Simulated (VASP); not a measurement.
# Be (Fm-3m) in VASP: notebook

Runs on Be. Level: PBEsol. Tasks: single point.

Everything below comes from runs of VASP 6.6.1. Logs are shortened: lines on timing, memory, paths and dates and some standing lists are left out, and cuts for length are marked.

## Step 1: The cell of the first run

Symmetry: Fm-3m, No. 225, cubic system. Conventional cell: a = 3.013 Å, b = 3.013 Å, c = 3.013 Å, α = 90.00°, β = 90.00°, γ = 90.00°. Be (site symmetry m-3m) has 12 Be at 2.13 Å within 2.8 Å.

This isn't the form of Be at room conditions, which is hcp.

## Step 2: Single point, PBEsol

The input, INCAR:

```
ALGO = Normal
EDIFF = 1E-6
ENCUT = 600
GGA = PS
GGA_COMPAT = F
ISIF = 2
ISMEAR = -1
LASPH = T
LCHARG = F
LREAL = F
LWAVE = F
NBANDS = 7
NELM = 120
PREC = Accurate
SIGMA = 0.05
```

The input, KPOINTS:

```
k-points
0
Gamma
  23 23 23
```

The input, POSCAR:

```
Be
1.0
    0.0000000000      1.5066335101      1.5066335101
    1.5066335101      0.0000000000      1.5066335101
    1.5066335101      1.5066335101      0.0000000000
Be
1
Direct
    0.0000000000      0.0000000000      0.0000000000
```

Potentials or basis: VASP PAW PBE potentials, release 64 (Be).

Command:

```
cat potpaw_PBE.64/Be/POTCAR > POTCAR
mpirun -np 1 vasp_std > vasp.out
```

OUTCAR:

```text
EDIFF = 1E-6
   ENCUT = 600
   GGA = PS
   ISIF = 2
   ISMEAR = -1
   LASPH = T
   LREAL = F
   NELM = 120
   PREC = Accurate

 ion  position               nearest neighbor table
   1  0.000  0.000  0.000-

  LATTYP: Found a face centered cubic cell.
 ALAT       =     3.0132670202

  Lattice vectors:

 A1 = (   0.0000000000,   1.5066335101,   1.5066335101)
 A2 = (   1.5066335101,   0.0000000000,   1.5066335101)
 A3 = (   1.5066335101,   1.5066335101,   0.0000000000)

Analysis of symmetry for initial positions (statically):
=====================================================================
 Subroutine PRICEL returns:
 Original cell was already a primitive cell.

 Routine SETGRP: Setting up the symmetry group for a
 face centered cubic supercell.

 Subroutine GETGRP returns: Found 48 space group operations
 (whereof 48 operations were pure point group operations)
 out of a pool of 48 trial point group operations.

The static configuration has the point symmetry O_h .

Analysis of symmetry for dynamics (positions and initial velocities):
=====================================================================
 Subroutine PRICEL returns:
 Original cell was already a primitive cell.

 Routine SETGRP: Setting up the symmetry group for a
 face centered cubic supercell.

 Subroutine GETGRP returns: Found 48 space group operations
 (whereof 48 operations were pure point group operations)
 out of a pool of 48 trial point group operations.

The dynamic configuration has the point symmetry O_h .

 Subroutine INISYM returns: Found 48 space group operations
 (whereof 48 operations are pure point group operations),
 and found     1 'primitive' translations

----------------------------------------------------------------------------------------

                                     Primitive cell

  volume of cell :       6.8399

  direct lattice vectors                    reciprocal lattice vectors
     0.000000000  1.506633510  1.506633510    -0.331865710  0.331865710  0.331865710
     1.506633510  0.000000000  1.506633510     0.331865710 -0.331865710  0.331865710
     1.506633510  1.506633510  0.000000000     0.331865710  0.331865710 -0.331865710

  length of vectors
     2.130701544  2.130701544  2.130701544     0.574808272  0.574808272  0.574808272

  position of ions in fractional coordinates (direct lattice)
     0.000000000  0.000000000  0.000000000

  ion indices of the primitive-cell ions
   primitive index   ion index
                 1           1

----------------------------------------------------------------------------------------

 KPOINTS: k-points

Automatic generation of k-mesh.
 Grid dimensions read from file:
 generate k-points for:   23   23   23

 Generating k-lattice:

  Cartesian coordinates                     Fractional coordinates (reciprocal lattice)
    -0.014428944  0.014428944  0.014428944     0.043478261  0.000000000  0.000000000
     0.014428944 -0.014428944  0.014428944     0.000000000  0.043478261  0.000000000
     0.014428944  0.014428944 -0.014428944     0.000000000  0.000000000  0.043478261

  Length of vectors
     0.024991664  0.024991664  0.024991664

  Shift w.r.t. Gamma in fractional coordinates (k-lattice)
     0.000000000  0.000000000  0.000000000

 Subroutine IBZKPT returns following result:
 ===========================================

 Found    364 irreducible k-points:

 Following reciprocal coordinates:
            Coordinates               Weight
  0.000000  0.000000  0.000000      1.000000
  0.043478  0.000000  0.000000      8.000000
  0.086957  0.000000  0.000000      8.000000
  0.130435  0.000000  0.000000      8.000000
  0.173913  0.000000  0.000000      8.000000
  0.217391  0.000000  0.000000      8.000000
[... 16 lines left out ...]
  0.478261  0.043478  0.000000     24.000000
 -0.478261  0.043478  0.000000     24.000000
 [... further k-points ...]
   k-points           NKPTS =    364   k-points in BZ     NKDIM =    364   number of bands    NBANDS=      7
   number of dos      NEDOS =    301   number of ions     NIONS =      1
   total plane-waves  NPLWV =   5832
   dimension x,y,z NGX =    18 NGY =   18 NGZ =   18
   dimension x,y,z NGXF=    36 NGYF=   36 NGZF=   36
   ions per type =               1
   NGX,Y,Z   is equivalent  to a cutoff of  14.04, 14.04, 14.04 a.u.
   NGXF,Y,Z  is equivalent  to a cutoff of  28.09, 28.09, 28.09 a.u.
 SYSTEM =  unknown system
   PREC   = accura    normal or accurate (medium, high low for compatibility)
   ISTART =      0    job   : 0-new  1-cont  2-samecut
   ICHARG =      2    charge: 1-file 2-atom 10-const
   ISPIN  =      1    spin polarized calculation?
   LNONCOLLINEAR =      F non collinear calculations
   LSORBIT =      F    spin-orbit coupling
   LASPH  =      T    aspherical Exc in radial PAW
   ENCUT  =  600.0 eV  44.10 Ry    6.64 a.u.   4.26  4.26  4.26*2*pi/ulx,y,z
   NELM   =    120;   NELMIN=  2; NELMDL= -5     # of ELM steps
   EDIFF  = 0.1E-05   stopping-criterion for ELM
   LREAL  =      F    real-space projection
   EDIFFG = 0.1E-04   stopping-criterion for IOM
   NSW    =      0    number of steps for IOM
   IBRION =     -1    ionic relax: 0-MD 1-quasi-New 2-CG
   NFREE  =      0    steps in history (QN), initial steepest desc. (CG)
   ISIF   =      2    stress and relaxation
   ISYM   =      2    0-nonsym 1-usesym 2-fastsym
   POTIM  = 0.5000    time-step for ionic-motion
   TEBEG  =    0.0;   TEEND  =   0.0 temperature during run
   PSTRESS=    0.0 pullay stress
   NELECT =       2.0000    total number of electrons
   NUPDOWN=      -1.0000    fix difference up-down
   EMIN   =  10.00;   EMAX   =-10.00  energy-range for DOS
   EFERMI =   0.00;   METHOD = LEGACY
   ISMEAR =    -1;   SIGMA  =   0.05  broadening in eV -4-tet -1-fermi 0-gaus
   EFERMI_NEDOS =   21; number of points for ismear=-14 and -15
   IALGO  =     38    algorithm
   IMIX   =      4    mixing-type and parameters
     AMIX     =   0.40;   BMIX     =  1.00
     AMIX_MAG =   1.60;   BMIX_MAG =  1.00
  volume/ion in A,a.u.               =       6.84        46.16
  Fermi-wavevector in a.u.,A,eV,Ry     =   1.086594  2.053364 16.064208  1.180686
  Thomas-Fermi vector in A             =   2.222734
   LORBIT       =      0    0 simple, 1 ext, 2 COOP (PROOUT), +10 PAW based schemes
   GGA     = PS    functional components
   LHFCALC =     F    Hartree Fock is set to
   AEXX    =    0.0000 exact exchange contribution
   IVDW    =     0    specifies the selected vdW correction
   LEPSILON=     F    determine dielectric tensor
   LRPA    =     F    only Hartree local field effects (RPA)
 non-spin polarized calculation
  energy-cutoff  :      600.00
  volume of cell :        6.84
 maximum number of plane-waves:       259
 NGX is ok and might be reduce to    18
   NGX =  9   NGY =  9   NGZ =  9

 number of electron       2.0000000 magnetization

 Free energy of the ion-electron system (eV)
  ---------------------------------------------------
  ext. energy  EPLUGINS =         0.00000000
  ---------------------------------------------------
  free energy    TOTEN  =        -3.86303471 eV

  energy without entropy =       -3.86268008  energy(sigma->0) =       -3.86285739

 E-fermi :   8.8496     XC(G=0): -11.0972

 val. band max:        8.7797114211   @ k =  -0.3478   0.3478   0.0000
 cond. band min:       8.8757803485   @ k =  -0.3478   0.3913   0.0435
 fundamental gap:      0.0960689274
 Fermi energy:         8.8496401082

 k-point     1 :       0.0000    0.0000    0.0000
  band No.  band energies     occupation
      1      -3.8867      2.00000
      2      30.5515      0.00000
      3      30.5515      0.00000
      4      30.5515      0.00000
      5      40.6403      0.00000
      6      40.6403      0.00000
      7      40.6403      0.00000

 k-point     2 :       0.0435    0.0000    0.0000
  band No.  band energies     occupation
      1      -3.8213      2.00000
      2      29.9593      0.00000
      3      30.4227      0.00000
      4      30.4227      0.00000
      5      39.6734      0.00000
      6      40.8839      0.00000
      7      40.8839      0.00000

 k-point     3 :       0.0870    0.0000    0.0000
  band No.  band energies     occupation
      1      -3.6251      2.00000
      2      28.3297      0.00000
      3      30.0790      0.00000
      4      30.0790      0.00000
      5      38.8950      0.00000
      6      41.5341      0.00000
      7      41.5341      0.00000

 k-point     4 :       0.1304    0.0000    0.0000
  band No.  band energies     occupation
      1      -3.2979      2.00000
      2      26.0596      0.00000
      3      29.6129      0.00000
      4      29.6129      0.00000
      5      38.7966      0.00000
      6      42.3311      0.00000
      7      42.3311      0.00000

 k-point     5 :       0.1739    0.0000    0.0000
  band No.  band energies     occupation
      1      -2.8400      2.00000
      2      23.5274      0.00000
      3      29.1117      0.00000
      4      29.1117      0.00000
      5      39.1532      0.00000
      6      42.7252      0.00000
      7      42.7252      0.00000
[... 161 lines left out ...]
 k-point    22 :       0.4348    0.0435    0.0000
  band No.  band energies     occupation
      1       1.9144      2.00000
      2      10.8726      0.00000
      3      26.6965      0.00000
      4      27.4641      0.00000
      5      35.9273      0.00000
      6      38.7235      0.00000
      7      41.5662      0.00000

 k-point    23 :       0.4783    0.0435    0.0000
  band No.  band energies     occupation
      1       2.6962      2.00000
      2       9.6616      0.00000
      3      26.8165      0.00000
      4      27.1470      0.00000
      5      35.7791      0.00000
      6      38.1576      0.00000
      7      41.3550      0.00000

 k-point    24 :      -0.4783    0.0435    0.0000
  band No.  band energies     occupation
      1       2.9400      2.00000
      2       9.3098      0.00020
      3      26.8853      0.00000
      4      27.0211      0.00000
      5      35.8822      0.00000
      6      37.8366      0.00000
      7      41.3449      0.00000

 [... further k-points ...]

------------------------ aborting loop because EDIFF is reached ----------------------------------------

  FORCE on cell =-STRESS in cart. coord.  units (eV):
  Direction    XX          YY          ZZ          XY          YZ          ZX
  --------------------------------------------------------------------------------------
  -------------------------------------------------------------------------------------
  Total        0.8759187      0.8759187      0.8759187     -0.0000000     -0.0000000      0.0000000
  in kB      205.1736075    205.1736075    205.1736075     -0.0000000     -0.0000000      0.0000000
  external PRESSURE =     205.1736075 kB  Pullay stress =       0.0000000 kB

 VOLUME and BASIS-vectors are now :
 -----------------------------------------------------------------------------
  energy-cutoff  :      600.00
  volume of cell :        6.84
      direct lattice vectors                 reciprocal lattice vectors
     0.000000000  1.506633510  1.506633510    -0.331865710  0.331865710  0.331865710
     1.506633510  0.000000000  1.506633510     0.331865710 -0.331865710  0.331865710
     1.506633510  1.506633510  0.000000000     0.331865710  0.331865710 -0.331865710

 POSITION                                       TOTAL-FORCE (eV/Angst)
 -----------------------------------------------------------------------------------
      0.00000      0.00000      0.00000        -0.000000      0.000000      0.000000
 -----------------------------------------------------------------------------------
    total drift:                               -0.000000      0.000000     -0.000000

  FREE ENERGIE OF THE ION-ELECTRON SYSTEM (eV)
  ---------------------------------------------------
  free  energy   TOTEN  =        -3.8630347057 eV

  energy  without entropy=       -3.8626800829  energy(sigma->0) =       -3.86285739
```

It took 9.2 s on 1 thread of Intel Xeon Platinum 8488C (Sapphire Rapids), shared host; peak memory 0.13 GiB.

What came out:

- Free energy: -3.8630 eV
- Pressure: 20.5 GPa
- Band gap on the k mesh: zero (bands 1 and 2 overlap by 0.72 eV)

Caveat: the cell stands under pressure; the PAW data sets were made with another functional, which shifts forces and pressure a little.

## Step 3: Single point, PBEsol

This run uses another cell than the first one, of 7.25 Å³/atom.

The input, INCAR:

```
PREC     = Accurate       # precision mode
ENCUT    = 600            # plane-wave cutoff, eV
EDIFF    = 1E-6           # SCF threshold, eV
ISMEAR   = -1             # smearing method
SIGMA    = 0.05           # smearing width, eV
LREAL    = F              # projectors in reciprocal space
LASPH    = T              # aspherical terms in the spheres
NELM     = 120            # most SCF steps
ALGO     = Normal         # electronic algorithm
ISIF     = 2              # what is computed and relaxed
LWAVE    = F              # write WAVECAR
LCHARG   = F              # write CHGCAR
GGA      = PS             # functional
NBANDS   = 7              # bands
GGA_COMPAT= F
```

The input, KPOINTS:

```
Automatic mesh
0
Gamma
  23 23 23
```

The input, POSCAR:

```
Be
1.0
    0.0000000000      1.5363317874      1.5363317874
    1.5363317874      0.0000000000      1.5363317874
    1.5363317874      1.5363317874      0.0000000000
Be
1
Direct
    0.0000000000      0.0000000000      0.0000000000
```

Potentials or basis: VASP PAW PBE potentials, release 64 (Be).

Command:

```
cat potpaw_PBE.64/Be/POTCAR > POTCAR
mpirun -np 1 vasp_std > vasp.out
```

OUTCAR:

```text
PREC = Accurate
   ENCUT = 600
   EDIFF = 1E-6
   ISMEAR = -1
   LREAL = F
   LASPH = T
   NELM = 120
   ISIF = 2
   GGA = PS

 ion  position               nearest neighbor table
   1  0.000  0.000  0.000-

  LATTYP: Found a face centered cubic cell.
 ALAT       =     3.0726635748

  Lattice vectors:

 A1 = (   0.0000000000,   1.5363317874,   1.5363317874)
 A2 = (   1.5363317874,   0.0000000000,   1.5363317874)
 A3 = (   1.5363317874,   1.5363317874,   0.0000000000)

Analysis of symmetry for initial positions (statically):
=====================================================================
 Subroutine PRICEL returns:
 Original cell was already a primitive cell.

 Routine SETGRP: Setting up the symmetry group for a
 face centered cubic supercell.

 Subroutine GETGRP returns: Found 48 space group operations
 (whereof 48 operations were pure point group operations)
 out of a pool of 48 trial point group operations.

The static configuration has the point symmetry O_h .

Analysis of symmetry for dynamics (positions and initial velocities):
=====================================================================
 Subroutine PRICEL returns:
 Original cell was already a primitive cell.

 Routine SETGRP: Setting up the symmetry group for a
 face centered cubic supercell.

 Subroutine GETGRP returns: Found 48 space group operations
 (whereof 48 operations were pure point group operations)
 out of a pool of 48 trial point group operations.

The dynamic configuration has the point symmetry O_h .

 Subroutine INISYM returns: Found 48 space group operations
 (whereof 48 operations are pure point group operations),
 and found     1 'primitive' translations

----------------------------------------------------------------------------------------

                                     Primitive cell

  volume of cell :       7.2525

[... 100 lines left out ...]
   EFERMI =   0.00;   METHOD = LEGACY
   ISMEAR =    -1;   SIGMA  =   0.05  broadening in eV -4-tet -1-fermi 0-gaus
   EFERMI_NEDOS =   21; number of points for ismear=-14 and -15
   IALGO  =     38    algorithm
   IMIX   =      4    mixing-type and parameters
     AMIX     =   0.40;   BMIX     =  1.00
     AMIX_MAG =   1.60;   BMIX_MAG =  1.00
  volume/ion in A,a.u.               =       7.25        48.94
  Fermi-wavevector in a.u.,A,eV,Ry     =   1.065589  2.013672 15.449148  1.135480
  Thomas-Fermi vector in A             =   2.201146
   LORBIT       =      0    0 simple, 1 ext, 2 COOP (PROOUT), +10 PAW based schemes
   GGA     = PS    functional components
   LHFCALC =     F    Hartree Fock is set to
   AEXX    =    0.0000 exact exchange contribution
   IVDW    =     0    specifies the selected vdW correction
   LEPSILON=     F    determine dielectric tensor
   LRPA    =     F    only Hartree local field effects (RPA)
 non-spin polarized calculation
  energy-cutoff  :      600.00
  volume of cell :        7.25
 maximum number of plane-waves:       259
 NGX is ok and might be reduce to    18
   NGX =  9   NGY =  9   NGZ =  9

 number of electron       2.0000000 magnetization

 Free energy of the ion-electron system (eV)
  ---------------------------------------------------
  ext. energy  EPLUGINS =         0.00000000
  ---------------------------------------------------
  free energy    TOTEN  =        -3.90231697 eV

  energy without entropy =       -3.90192010  energy(sigma->0) =       -3.90211854

 E-fermi :   8.3244     XC(G=0): -10.8984

 val. band max:        8.2585811742   @ k =  -0.3478   0.3478   0.0000
 cond. band min:       8.3647203297   @ k =  -0.3478   0.3913   0.0435
 fundamental gap:      0.1061391555
 Fermi energy:         8.3243885003

 k-point     1 :       0.0000    0.0000    0.0000
  band No.  band energies     occupation
      1      -4.0804      2.00000
      2      29.0277      0.00000
      3      29.0277      0.00000
      4      29.0277      0.00000
      5      38.9420      0.00000
      6      38.9420      0.00000
      7      38.9420      0.00000
[... 221 lines left out ...]
 k-point    24 :      -0.4783    0.0435    0.0000
  band No.  band energies     occupation
      1       2.6652      2.00000
      2       8.5780      0.01246
      3      25.5319      0.00000
      4      25.6682      0.00000
      5      34.3855      0.00000
      6      36.2547      0.00000
      7      39.6484      0.00000

 [... further k-points ...]
[... 5 lines left out ...]
  --------------------------------------------------------------------------------------
  -------------------------------------------------------------------------------------
  Total        0.4707624      0.4707624      0.4707624     -0.0000000      0.0000000      0.0000000
  in kB      103.9985502    103.9985502    103.9985502     -0.0000000      0.0000000      0.0000000
  external PRESSURE =     103.9985502 kB  Pullay stress =       0.0000000 kB

 VOLUME and BASIS-vectors are now :
 -----------------------------------------------------------------------------
  energy-cutoff  :      600.00
  volume of cell :        7.25
      direct lattice vectors                 reciprocal lattice vectors
     0.000000000  1.536331787  1.536331787    -0.325450534  0.325450534  0.325450534
     1.536331787  0.000000000  1.536331787     0.325450534 -0.325450534  0.325450534
     1.536331787  1.536331787  0.000000000     0.325450534  0.325450534 -0.325450534

 POSITION                                       TOTAL-FORCE (eV/Angst)
 -----------------------------------------------------------------------------------
      0.00000      0.00000      0.00000        -0.000000     -0.000000      0.000000
 -----------------------------------------------------------------------------------
    total drift:                                0.000000      0.000000     -0.000000

  FREE ENERGIE OF THE ION-ELECTRON SYSTEM (eV)
  ---------------------------------------------------
  free  energy   TOTEN  =        -3.9023169680 eV

  energy  without entropy=       -3.9019201039  energy(sigma->0) =       -3.90211854
```

OSZICAR:

```text
N       E                     dE             d eps       ncg     rms          rms(c)
DAV:   1    -0.218040388996E+01   -0.21804E+01   -0.12332E+03  5418   0.263E+02
DAV:   2    -0.391574952619E+01   -0.17353E+01   -0.16406E+01  7042   0.295E+01
DAV:   3    -0.391892666934E+01   -0.31771E-02   -0.31770E-02  6062   0.114E+00
DAV:   4    -0.391892710079E+01   -0.43145E-06   -0.43181E-06  7749   0.138E-02
DAV:   5    -0.391892710063E+01    0.16453E-09   -0.10766E-10  6104   0.348E-05    0.887E-01
DAV:   6    -0.390680671057E+01    0.12120E-01   -0.13053E-03  5726   0.411E-01    0.544E-01
DAV:   7    -0.390232341015E+01    0.44833E-02   -0.12938E-03  5537   0.408E-01    0.105E-02
DAV:   8    -0.390231641090E+01    0.69993E-05   -0.16505E-06  6902   0.115E-02    0.433E-03
DAV:   9    -0.390231696802E+01   -0.55712E-06   -0.33920E-07  5782   0.380E-03
   1 F= -.39023170E+01 E0= -.39021185E+01  d E =-.396864E-03
```

It took 9.7 s on 1 thread of Intel Xeon Platinum 8488C (Sapphire Rapids), shared host; peak memory 0.13 GiB.

Results:

```
Free energy            : -3.9023 eV
Pressure               : 10.4 GPa
Band gap on the k mesh : zero (bands 1 and 2 overlap by 0.69 eV)
```

Levels at points of the mesh, in eV from the Fermi level:
| k point | band 1 | band 2 | band 3 | band 4 | band 5 |
| --- | --- | --- | --- | --- | --- |
| (0.00, 0.00, 0.00) | -12.40 | 20.70 | 20.70 | 20.70 | 30.62 |

Caveat: the cell stands under pressure; the PAW data sets were made with another functional, which shifts forces and pressure a little.

(Part 1 of 2 ends here.)
